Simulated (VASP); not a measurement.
Set up this calculation in VASP 6.6.1, as the native input.

| Property | Result |
| --- | --- |
| Task | relaxation of cell and atoms |
| Functional | PBEsol |
| Potentials or basis | VASP PAW PBE potentials, release 64 (Ge_d) |
| Cutoff | 600 eV |
| k mesh | 8 × 8 × 8 |
| Occupations | fermi-dirac, width 0.02 eV |
| Spin | no spin polarisation |
| Dipole correction | no |
| Further INCAR settings | ALGO = Normal; EDIFF = 1e-06; IBRION = 2; EDIFFG = -0.005; NSW = 80; ISIF = 3 |

The structure of Ge lies in POSCAR:

```
Ge
1.0
    0.0000000000      2.8805995821      2.8805995821
    2.8805995821      0.0000000000      2.8805995821
    2.8805995821      2.8805995821      0.0000000000
Ge
2
Direct
    0.0000000000      0.0000000000      0.0000000000
    0.2500000000      0.2500000000      0.2500000000
```

The input as run:

INCAR

```
  ALGO = Normal
  EDIFF = 1E-6
  EDIFFG = -0.005
  ENCUT = 600
  GGA = PS
  IBRION = 2
  ISIF = 3
  ISMEAR = -1
  LASPH = True
  LCHARG = False
  LREAL = False
  LWAVE = False
  NELM = 100
  NSW = 80
  PREC = Accurate
  SIGMA = 0.02
```

KPOINTS

```
k-points
0
Gamma
  8 8 8
```

Potentials or basis: VASP PAW PBE potentials, release 64 (Ge_d).

Launch:

```bash
$ cat potpaw_PBE.64/Ge_d/POTCAR > POTCAR
$ mpirun -np 1 vasp_std > vasp.out
```

It gave:

| Item | Value |
| --- | --- |
| Relaxed volume | 22.86 Å³/atom |
| Relaxed cell | a = 4.013 Å, b = 4.013 Å, c = 4.013 Å, α = 60.00°, β = 60.00°, γ = 60.00° |
| Space group after relaxing (to 0.1 Å) | Fd-3m (No. 227) |
| Energy gained by relaxing | 9.5 meV/atom |
| Ionic steps | 7 |
| Pressure after relaxing | 0.0 GPa |
| Band gap on the k mesh | zero (filled and empty bands touch) |

Caveat: semilocal functionals underestimate gaps, and a narrow one can read as zero; the PAW data sets were made with another functional, which shifts forces and pressure a little.

Run time: 74 s on 1 thread of Intel(R) Xeon(R) 6975P-C (Granite Rapids), with other jobs on the host, peak memory 0.21 GiB.
